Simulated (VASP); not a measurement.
Input of a VASP 6.6.1 run:

The input INCAR:

```
ALGO     = Normal         # electronic algorithm
EDIFF    = 1E-6           # SCF threshold, eV
EDIFFG   = -0.01          # ionic threshold
ENCUT    = 600            # plane-wave cutoff, eV
GGA      = PS             # functional
IBRION   = 2              # ionic algorithm
ISIF     = 3              # what is computed and relaxed
ISMEAR   = 1              # smearing method
LASPH    = T              # aspherical terms in the spheres
LCHARG   = F              # write CHGCAR
LREAL    = F              # projectors in reciprocal space
LWAVE    = F              # write WAVECAR
NELM     = 60             # most SCF steps
NSW      = 60             # ionic steps
PREC     = Accurate       # precision mode
PSTRESS  = 200.0        
SIGMA    = 0.05           # smearing width, eV
```

File KPOINTS:

```
k-points
0
Gamma
  9 9 9
```

POSCAR

```
Rb
1.0
    0.0000000000      4.8550000000      4.8550000000
    4.8550000000      0.0000000000      4.8550000000
    4.8550000000      4.8550000000      0.0000000000
Rb
2
Direct
    0.0000000000      0.0000000000      0.0000000000
    0.2500000000      0.2500000000      0.2500000000
```

Potentials or basis: VASP PAW PBE potentials, release 64 (Rb_sv).

Run with:

```console
$ cat potpaw_PBE.64/Rb_sv/POTCAR > POTCAR
$ mpirun -np 1 vasp_std > vasp.out
```

(1) Predict the relaxed volume.

(2) Estimate the band gap on the k mesh.

## Answers

(1) 31.75 Å³/atom.

(2) zero (bands 9 and 10 overlap by 0.25 eV).

Caveat: the cell is relaxed towards a set pressure, so the run minimises the enthalpy, not the energy; the volume moved by over 15 % at a fixed basis, so the end points are rough; the PAW data sets were made with another functional, which shifts forces and pressure a little.
